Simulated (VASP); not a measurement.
Input of a VASP 6.6.1 run:

Contents of POSCAR:

```
Fe
1.0
   -1.4534319464      1.4534319464      1.4534319464
    1.4534319464     -1.4534319464      1.4534319464
    1.4534319464      1.4534319464     -1.4534319464
Fe
1
Direct
    0.0000000000      0.0000000000      0.0000000000
```

File INCAR.step1:

```
SYSTEM = Fe
ALGO     = Normal         ! electronic algorithm
EDIFF    = 1E-4           ! SCF threshold, eV
ENCUT    = 520            ! plane-wave cutoff, eV
GGA      = PE             ! functional
ISMEAR   = -1             ! smearing method
ISPIN    = 2              ! spin polarisation
LASPH    = .True.         ! aspherical terms in the spheres
LCHARG   = .False.        ! write CHGCAR
LMAXMIX  = 4              ! l up to which the mixer works
LREAL    = .False.        ! projectors in reciprocal space
LWAVE    = .True.         ! write WAVECAR
MAGMOM   = 2.804          ! initial moments
NBANDS   = 14             ! bands
NELM     = 150            ! most SCF steps
PREC     = Accurate       ! precision mode
SIGMA    = 0.05           ! smearing width, eV
```

The input INCAR.step2:

```
SYSTEM = Fe
ALGO     = Normal         ! electronic algorithm
EDIFF    = 1E-7           ! SCF threshold, eV
ENCUT    = 520            ! plane-wave cutoff, eV
ISIF     = 2              ! what is computed and relaxed
ISMEAR   = -1             ! smearing method
ISPIN    = 2              ! spin polarisation
ISTART   = 1            
LASPH    = .True.         ! aspherical terms in the spheres
LCHARG   = .False.        ! write CHGCAR
LMAXMIX  = 4              ! l up to which the mixer works
LMIXTAU  = .True.       
LORBIT   = 11             ! projections on sites
LREAL    = .False.        ! projectors in reciprocal space
LWAVE    = .False.        ! write WAVECAR
MAGMOM   = 2.804          ! initial moments
METAGGA  = R2SCAN         ! meta-GGA
NBANDS   = 14             ! bands
NELM     = 150            ! most SCF steps
PREC     = Accurate       ! precision mode
SIGMA    = 0.05           ! smearing width, eV
```

KPOINTS

```
k-points
0
Gamma
  25 25 25
  0 0 0
```

Potentials or basis: VASP PAW PBE potentials, release 64 (Fe).

Command:

```bash
$ cat potpaw_PBE.64/Fe/POTCAR > POTCAR
$ cp INCAR.step1 INCAR
$ mpirun -np 1 vasp_std > vasp.out
$ cp INCAR.step2 INCAR
$ mpirun -np 1 vasp_std > vasp.out
```

Problem. Estimate the net moment.

Solution. 2.69 μB per cell.

Problem. What does it give for the site moments?

Solution. Fe +2.77 μB.

Caveat: the cell stands under tension.
